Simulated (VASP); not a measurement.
# Zn (Im-3m) in VASP: a series of runs

Zn is run at these levels: PBE; tasks: single point.

All numbers are computed with VASP 6.6.1; they aren't measurements. Logs are shortened: lines on timing, memory, paths and dates and some standing lists are left out, and cuts for length are marked.

### 1 The cell of the first run

The structure is cubic, space group Im-3m (No. 229). The conventional cell has a = 2.913 Å, b = 2.913 Å, c = 2.913 Å, α = 90.00°, β = 90.00°, γ = 90.00°. Zn (site symmetry m-3m) has 14 Zn at 2.52 to 2.91 Å within 3.3 Å.

This isn't the form of Zn at room conditions, which is hcp.

### 2 Single point, PBE (Ti replaced by Zn, lengths x 0.857, strained)

Input file INCAR:

```
SYSTEM = Zn
PREC = Accurate ; ENCUT = 500
EDIFF = 1E-6 ; ISMEAR = 0
SIGMA = 0.1 ; LREAL = .FALSE.
LASPH = .TRUE. ; NELM = 120
ALGO = Normal ; ISIF = 2
LWAVE = .FALSE. ; LCHARG = .TRUE.
GGA = PE ; LELF = .TRUE.
LVHAR = .TRUE. ; NBANDS = 12
GGA_COMPAT = .FALSE.
```

Input file KPOINTS:

```
regular mesh
0
G
  8 8 8
  0 0 0
```

Input file POSCAR:

```
Zn
1.0
   -1.4564642988      1.4564642988      1.4564642988
    1.4564642988     -1.4564642988      1.4564642988
    1.4564642988      1.4564642988     -1.4564642988
Zn
1
Direct
    0.0000000000      0.0000000000      0.0000000000
```

Potentials or basis: VASP PAW PBE potentials, release 64 (Zn).

The run is started by

```console
cat potpaw_PBE.64/Zn/POTCAR > POTCAR
mpirun -np 1 vasp_std > vasp.out
```

OUTCAR:

```text
SYSTEM = Zn
   PREC = Accurate
   ENCUT = 500
   EDIFF = 1E-6
   ISMEAR = 0
   LREAL = .FALSE.
   LASPH = .TRUE.
   NELM = 120
   ISIF = 2
   GGA = PE

 ion  position               nearest neighbor table
   1  0.000  0.000  0.000-

  LATTYP: Found a body centered cubic cell.
 ALAT       =     2.9129285976

  Lattice vectors:

 A1 = (  -1.4564642988,   1.4564642988,   1.4564642988)
 A2 = (   1.4564642988,  -1.4564642988,   1.4564642988)
 A3 = (   1.4564642988,   1.4564642988,  -1.4564642988)

Analysis of symmetry for initial positions (statically):
=====================================================================
 Subroutine PRICEL returns:
 Original cell was already a primitive cell.

 Routine SETGRP: Setting up the symmetry group for a
 body centered cubic supercell.

 Subroutine GETGRP returns: Found 48 space group operations
 (whereof 48 operations were pure point group operations)
 out of a pool of 48 trial point group operations.

The static configuration has the point symmetry O_h .

Analysis of symmetry for dynamics (positions and initial velocities):
=====================================================================
 Subroutine PRICEL returns:
 Original cell was already a primitive cell.

 Routine SETGRP: Setting up the symmetry group for a
 body centered cubic supercell.

 Subroutine GETGRP returns: Found 48 space group operations
 (whereof 48 operations were pure point group operations)
 out of a pool of 48 trial point group operations.

The dynamic configuration has the point symmetry O_h .

 Subroutine INISYM returns: Found 48 space group operations
 (whereof 48 operations are pure point group operations),
 and found     1 'primitive' translations

----------------------------------------------------------------------------------------

                                     Primitive cell

  volume of cell :      12.3583

  direct lattice vectors                    reciprocal lattice vectors
    -1.456464299  1.456464299  1.456464299     0.000000000  0.343297121  0.343297121
     1.456464299 -1.456464299  1.456464299     0.343297121  0.000000000  0.343297121
     1.456464299  1.456464299 -1.456464299     0.343297121  0.343297121  0.000000000

  length of vectors
     2.522670165  2.522670165  2.522670165     0.485495444  0.485495444  0.485495444

  position of ions in fractional coordinates (direct lattice)
     0.000000000  0.000000000  0.000000000

  ion indices of the primitive-cell ions
   primitive index   ion index
                 1           1

----------------------------------------------------------------------------------------

 KPOINTS: regular mesh

Automatic generation of k-mesh.
 Grid dimensions read from file:
 generate k-points for:    8    8    8

 Generating k-lattice:

  Cartesian coordinates                     Fractional coordinates (reciprocal lattice)
     0.000000000  0.042912140  0.042912140     0.125000000  0.000000000  0.000000000
     0.042912140  0.000000000  0.042912140     0.000000000  0.125000000  0.000000000
     0.042912140  0.042912140  0.000000000     0.000000000  0.000000000  0.125000000

  Length of vectors
     0.060686930  0.060686930  0.060686930

  Shift w.r.t. Gamma in fractional coordinates (k-lattice)
     0.000000000  0.000000000  0.000000000

 Subroutine IBZKPT returns following result:
 ===========================================

 Found     29 irreducible k-points:

 Following reciprocal coordinates:
            Coordinates               Weight
  0.000000  0.000000  0.000000      1.000000
  0.125000  0.000000  0.000000     12.000000
  0.250000  0.000000  0.000000     12.000000
  0.375000  0.000000  0.000000     12.000000
  0.500000  0.000000  0.000000      6.000000
  0.125000  0.125000  0.000000     24.000000
[... 16 lines left out ...]
 -0.250000  0.250000  0.250000      6.000000
 -0.375000  0.375000  0.250000     24.000000
 [... further k-points ...]
   k-points           NKPTS =     29   k-points in BZ     NKDIM =     29   number of bands    NBANDS=     12
   number of dos      NEDOS =    301   number of ions     NIONS =      1
   total plane-waves  NPLWV =   5832
   dimension x,y,z NGX =    18 NGY =   18 NGZ =   18
   dimension x,y,z NGXF=    36 NGYF=   36 NGZF=   36
   ions per type =               1
   NGX,Y,Z   is equivalent  to a cutoff of  11.86, 11.86, 11.86 a.u.
   NGXF,Y,Z  is equivalent  to a cutoff of  23.72, 23.72, 23.72 a.u.
 SYSTEM =  Zn
   PREC   = accura    normal or accurate (medium, high low for compatibility)
   ISTART =      0    job   : 0-new  1-cont  2-samecut
   ICHARG =      2    charge: 1-file 2-atom 10-const
   ISPIN  =      1    spin polarized calculation?
   LNONCOLLINEAR =      F non collinear calculations
   LSORBIT =      F    spin-orbit coupling
   LASPH  =      T    aspherical Exc in radial PAW
   ENCUT  =  500.0 eV  36.75 Ry    6.06 a.u.   4.60  4.60  4.60*2*pi/ulx,y,z
   NELM   =    120;   NELMIN=  2; NELMDL= -5     # of ELM steps
   EDIFF  = 0.1E-05   stopping-criterion for ELM
   LREAL  =      F    real-space projection
   EDIFFG = 0.1E-04   stopping-criterion for IOM
   NSW    =      0    number of steps for IOM
   IBRION =     -1    ionic relax: 0-MD 1-quasi-New 2-CG
   NFREE  =      0    steps in history (QN), initial steepest desc. (CG)
   ISIF   =      2    stress and relaxation
   ISYM   =      2    0-nonsym 1-usesym 2-fastsym
   POTIM  = 0.5000    time-step for ionic-motion
   TEBEG  =    0.0;   TEEND  =   0.0 temperature during run
   PSTRESS=    0.0 pullay stress
   NELECT =      12.0000    total number of electrons
   NUPDOWN=      -1.0000    fix difference up-down
   EMIN   =  10.00;   EMAX   =-10.00  energy-range for DOS
   EFERMI =   0.00;   METHOD = LEGACY
   ISMEAR =     0;   SIGMA  =   0.10  broadening in eV -4-tet -1-fermi 0-gaus
   EFERMI_NEDOS =   21; number of points for ismear=-14 and -15
   IALGO  =     38    algorithm
   IMIX   =      4    mixing-type and parameters
     AMIX     =   0.40;   BMIX     =  1.00
     AMIX_MAG =   1.60;   BMIX_MAG =  1.00
  volume/ion in A,a.u.               =      12.36        83.40
  Fermi-wavevector in a.u.,A,eV,Ry     =   1.621121  3.063474 35.756559  2.628033
  Thomas-Fermi vector in A             =   2.714949
   LORBIT       =      0    0 simple, 1 ext, 2 COOP (PROOUT), +10 PAW based schemes
   GGA     = PE    functional components
   LHFCALC =     F    Hartree Fock is set to
   AEXX    =    0.0000 exact exchange contribution
   IVDW    =     0    specifies the selected vdW correction
   LEPSILON=     F    determine dielectric tensor
   LRPA    =     F    only Hartree local field effects (RPA)
 non-spin polarized calculation
 Gauss-broadening in eV      SIGMA  =   0.10
  energy-cutoff  :      500.00
  volume of cell :       12.36
 maximum number of plane-waves:       325
   NGX =  9   NGY =  9   NGZ =  9

 number of electron      11.9999975 magnetization

 Free energy of the ion-electron system (eV)
  ---------------------------------------------------
  ext. energy  EPLUGINS =         0.00000000
  ---------------------------------------------------
  free energy    TOTEN  =        -0.83785829 eV

  energy without entropy =       -0.83656490  energy(sigma->0) =       -0.83721160

 E-fermi :   4.9991     XC(G=0): -12.6999

 val. band max:        4.6476067375   @ k =   0.5000   0.5000   0.1250
 cond. band min:       5.0140276926   @ k =   0.3750   0.1250   0.1250
 fundamental gap:      0.3664209550
 Fermi energy:         4.9991480593

 k-point     1 :       0.0000    0.0000    0.0000
  band No.  band energies     occupation
      1      -7.4236      2.00000
      2      -3.6371      2.00000
      3      -3.6371      2.00000
      4      -3.6371      2.00000
      5      -2.9054      2.00000
      6      -2.9054      2.00000
      7      27.6089      0.00000
      8      27.6089      0.00000
      9      27.6089      0.00000
     10      27.9127      0.00000
     11      27.9127      0.00000
     12      27.9127      0.00000

 k-point     2 :       0.1250    0.0000    0.0000
  band No.  band energies     occupation
      1      -6.8548      2.00000
      2      -3.7059      2.00000
      3      -3.6268      2.00000
      4      -3.4731      2.00000
      5      -2.9630      2.00000
      6      -2.9003      2.00000
      7      21.2286      0.00000
      8      24.6212      0.00000
      9      24.7120      0.00000
     10      25.6504      0.00000
     11      26.6712      0.00000
     12      28.4122      0.00000

 k-point     3 :       0.2500    0.0000    0.0000
  band No.  band energies     occupation
      1      -5.3964      2.00000
      2      -3.8701      2.00000
      3      -3.4360      2.00000
      4      -3.0567      2.00000
      5      -3.0118      2.00000
      6      -2.8836      2.00000
      7      14.2660      0.00000
      8      21.2350      0.00000
      9      21.6845      0.00000
     10      23.6817      0.00000
     11      25.4255      0.00000
     12      30.4170      0.00000
[... 286 lines left out ...]
 k-point    23 :      -0.2500    0.2500    0.2500
  band No.  band energies     occupation
      1      -4.2083      2.00000
      2      -3.6755      2.00000
      3      -3.3654      2.00000
      4      -3.3654      2.00000
      5      -3.0767      2.00000
      6      -1.5267      2.00000
      7      15.2168      0.00000
      8      15.2168      0.00000
      9      17.4851      0.00000
     10      17.9218      0.00000
     11      33.0737      0.00000
     12      33.0737      0.00000

 k-point    24 :      -0.3750    0.3750    0.2500
  band No.  band energies     occupation
      1      -4.1173      2.00000
      2      -3.9224      2.00000
      3      -3.3589      2.00000
      4      -3.1363      2.00000
      5      -2.6836      2.00000
      6       1.0266      2.00000
      7      10.1134      0.00000
      8      13.1815      0.00000
      9      16.4044      0.00000
     10      19.5007      0.00000
     11      28.1482      0.00000
     12      31.7910      0.00000

 [... further k-points ...]

------------------------ aborting loop because EDIFF is reached ----------------------------------------

  FORCE on cell =-STRESS in cart. coord.  units (eV):
  Direction    XX          YY          ZZ          XY          YZ          ZX
  --------------------------------------------------------------------------------------
  -------------------------------------------------------------------------------------
  Total        1.9158477      1.9158477      1.9158477      0.0000000     -0.0000000     -0.0000000
  in kB      248.3773818    248.3773818    248.3773818      0.0000000     -0.0000000     -0.0000000
  external PRESSURE =     248.3773818 kB  Pullay stress =       0.0000000 kB

 VOLUME and BASIS-vectors are now :
 -----------------------------------------------------------------------------
  energy-cutoff  :      500.00
  volume of cell :       12.36
      direct lattice vectors                 reciprocal lattice vectors
    -1.456464299  1.456464299  1.456464299     0.000000000  0.343297121  0.343297121
     1.456464299 -1.456464299  1.456464299     0.343297121  0.000000000  0.343297121
     1.456464299  1.456464299 -1.456464299     0.343297121  0.343297121  0.000000000

 POSITION                                       TOTAL-FORCE (eV/Angst)
 -----------------------------------------------------------------------------------
      0.00000      0.00000      0.00000        -0.000000      0.000000      0.000000
 -----------------------------------------------------------------------------------
    total drift:                                0.000000      0.000000      0.000000

  FREE ENERGIE OF THE ION-ELECTRON SYSTEM (eV)
  ---------------------------------------------------
  free  energy   TOTEN  =        -0.8378582895 eV

  energy  without entropy=       -0.8365649045  energy(sigma->0) =       -0.83721160
```

Wall time 4.4 s (1 thread of Intel Xeon Platinum 8375C at 2.90GHz (Ice Lake), shared host); peak memory 0.11 GiB.

What came out:

| Quantity | Value |
| --- | --- |
| Free energy | -0.8379 eV |
| Pressure | 24.8 GPa |
| Band gap on the k mesh | zero (bands 6 and 7 overlap by 5.13 eV) |

Caveat: the k points lie up to 0.38 Å⁻¹ apart, too coarse for converged energies and pressures of a metal; the cell differs from its parent crystal (Ti replaced by Zn, lengths x 0.857, strained).

### 3 Single point, PBE (Ti replaced by Zn, lengths x 0.857, strained)

Input file INCAR:

```
SYSTEM = Zn
PREC = Accurate
ENCUT = 500
EDIFF = 1E-6
ISMEAR = 0
SIGMA = 0.1
LREAL = .False.
LASPH = .True.
NELM = 120
ALGO = Normal
ISIF = 2
LWAVE = .False.
LCHARG = .True.
GGA = PE
LELF = .True.
LVHAR = .True.
NBANDS = 12
GGA_COMPAT = .False.
```

Input file KPOINTS:

```
regular mesh
0
Gamma
  20 20 20
  0 0 0
```

POSCAR is that of step 2.

Potentials or basis: VASP PAW PBE potentials, release 64 (Zn).

The run is started by

```console
cat potpaw_PBE.64/Zn/POTCAR > POTCAR
mpirun -np 1 vasp_std > vasp.out
```

OUTCAR:

```text
SYSTEM = Zn
   PREC = Accurate
   ENCUT = 500
   EDIFF = 1E-6
   ISMEAR = 0
   LREAL = .False.
   LASPH = .True.
   NELM = 120
   ISIF = 2
   GGA = PE

 ion  position               nearest neighbor table
   1  0.000  0.000  0.000-

  LATTYP: Found a body centered cubic cell.
 ALAT       =     2.9129285976

  Lattice vectors:

 A1 = (  -1.4564642988,   1.4564642988,   1.4564642988)
 A2 = (   1.4564642988,  -1.4564642988,   1.4564642988)
 A3 = (   1.4564642988,   1.4564642988,  -1.4564642988)

Analysis of symmetry for initial positions (statically):
=====================================================================
 Subroutine PRICEL returns:
 Original cell was already a primitive cell.

 Routine SETGRP: Setting up the symmetry group for a
 body centered cubic supercell.

 Subroutine GETGRP returns: Found 48 space group operations
 (whereof 48 operations were pure point group operations)
 out of a pool of 48 trial point group operations.

The static configuration has the point symmetry O_h .

Analysis of symmetry for dynamics (positions and initial velocities):
=====================================================================
 Subroutine PRICEL returns:
 Original cell was already a primitive cell.

 Routine SETGRP: Setting up the symmetry group for a
 body centered cubic supercell.

 Subroutine GETGRP returns: Found 48 space group operations
 (whereof 48 operations were pure point group operations)
 out of a pool of 48 trial point group operations.

The dynamic configuration has the point symmetry O_h .

 Subroutine INISYM returns: Found 48 space group operations
 (whereof 48 operations are pure point group operations),
 and found     1 'primitive' translations

----------------------------------------------------------------------------------------

                                     Primitive cell

  volume of cell :      12.3583
[... 112 lines left out ...]
   GGA     = PE    functional components
   LHFCALC =     F    Hartree Fock is set to
   AEXX    =    0.0000 exact exchange contribution
   IVDW    =     0    specifies the selected vdW correction
   LEPSILON=     F    determine dielectric tensor
   LRPA    =     F    only Hartree local field effects (RPA)
 non-spin polarized calculation
 Gauss-broadening in eV      SIGMA  =   0.10
  energy-cutoff  :      500.00
  volume of cell :       12.36
 maximum number of plane-waves:       329
   NGX =  9   NGY =  9   NGZ =  9

 number of electron      11.9999975 magnetization

 Free energy of the ion-electron system (eV)
  ---------------------------------------------------
  ext. energy  EPLUGINS =         0.00000000
  ---------------------------------------------------
  free energy    TOTEN  =        -0.82995452 eV

  energy without entropy =       -0.82917006  energy(sigma->0) =       -0.82956229

 E-fermi :   5.1880     XC(G=0): -12.6974

 val. band max:        5.1835912443   @ k =  -0.4000   0.4500   0.3500
 cond. band min:       5.2461712451   @ k =  -0.4000  -0.4000   0.0500
 fundamental gap:      0.0625800009
 Fermi energy:         5.1880053711

 k-point     1 :       0.0000    0.0000    0.0000
  band No.  band energies     occupation
      1      -7.4217      2.00000
      2      -3.6191      2.00000
      3      -3.6191      2.00000
      4      -3.6191      2.00000
      5      -2.8871      2.00000
      6      -2.8871      2.00000
      7      27.6097      0.00000
      8      27.6097      0.00000
      9      27.6097      0.00000
     10      27.9164      0.00000
     11      27.9164      0.00000
     12      27.9164      0.00000
[... 331 lines left out ...]
 k-point    24 :       0.2500    0.1000    0.0000
  band No.  band energies     occupation
      1      -4.7265      2.00000
      2      -3.9016      2.00000
      3      -3.3864      2.00000
      4      -3.0106      2.00000
      5      -2.8310      2.00000
      6      -2.3219      2.00000
      7      11.9660      0.00000
      8      16.9933      0.00000
      9      20.0300      0.00000
     10      24.8567      0.00000
     11      27.8749      0.00000
     12      29.9848      0.00000

 [... further k-points ...]

------------------------ aborting loop because EDIFF is reached ----------------------------------------

  FORCE on cell =-STRESS in cart. coord.  units (eV):
  Direction    XX          YY          ZZ          XY          YZ          ZX
  --------------------------------------------------------------------------------------
  -------------------------------------------------------------------------------------
  Total        2.0015762      2.0015762      2.0015762     -0.0000000     -0.0000000      0.0000000
  in kB      259.4915275    259.4915275    259.4915275     -0.0000000     -0.0000000      0.0000000
  external PRESSURE =     259.4915275 kB  Pullay stress =       0.0000000 kB

 VOLUME and BASIS-vectors are now :
 -----------------------------------------------------------------------------
  energy-cutoff  :      500.00
  volume of cell :       12.36
      direct lattice vectors                 reciprocal lattice vectors
    -1.456464299  1.456464299  1.456464299     0.000000000  0.343297121  0.343297121
     1.456464299 -1.456464299  1.456464299     0.343297121  0.000000000  0.343297121
     1.456464299  1.456464299 -1.456464299     0.343297121  0.343297121  0.000000000

 POSITION                                       TOTAL-FORCE (eV/Angst)
 -----------------------------------------------------------------------------------
      0.00000      0.00000      0.00000        -0.000000     -0.000000      0.000000
 -----------------------------------------------------------------------------------
    total drift:                                0.000000      0.000000      0.000000

  FREE ENERGIE OF THE ION-ELECTRON SYSTEM (eV)
  ---------------------------------------------------
  free  energy   TOTEN  =        -0.8299545214 eV

  energy  without entropy=       -0.8291700599  energy(sigma->0) =       -0.82956229
```

OSZICAR:

```text
N       E                     dE             d eps       ncg     rms          rms(c)
DAV:   1     0.411384160731E+02    0.41138E+02   -0.63831E+03  6536   0.166E+03
DAV:   2     0.119789193207E+00   -0.41019E+02   -0.38284E+02  6380   0.215E+02
DAV:   3    -0.985593841895E+00   -0.11054E+01   -0.11037E+01  7076   0.348E+01
DAV:   4    -0.987466500501E+00   -0.18727E-02   -0.18726E-02  6764   0.137E+00
DAV:   5    -0.987467471013E+00   -0.97051E-06   -0.97071E-06  6944   0.308E-02    0.472E+00
DAV:   6    -0.844295235796E+00    0.14317E+00   -0.71426E-01  6964   0.176E+01    0.322E+00
DAV:   7    -0.834191247024E+00    0.10104E-01   -0.11860E-02  6368   0.217E+00    0.162E+00
DAV:   8    -0.829960509795E+00    0.42307E-02   -0.14508E-03  7940   0.599E-01    0.287E-02
DAV:   9    -0.829955673125E+00    0.48367E-05   -0.96654E-05  8696   0.158E-01    0.256E-02
DAV:  10    -0.829954666288E+00    0.10068E-05   -0.87784E-06  6424   0.500E-02    0.146E-03
DAV:  11    -0.829954521357E+00    0.14493E-06   -0.60720E-08  3580   0.438E-03
   1 F= -.82995452E+00 E0= -.82956229E+00  d E =-.784461E-03
```

It took 22 s on 1 thread of Intel Xeon Platinum 8375C at 2.90GHz (Ice Lake), shared host; peak memory 0.14 GiB.

What came out:

* Free energy: -0.8300 eV
* Pressure: 25.9 GPa
* Band gap on the k mesh: zero (bands 6 and 7 overlap by 5.12 eV)

Caveat: the cell differs from its parent crystal (Ti replaced by Zn, lengths x 0.857, strained); the cell stands under pressure.
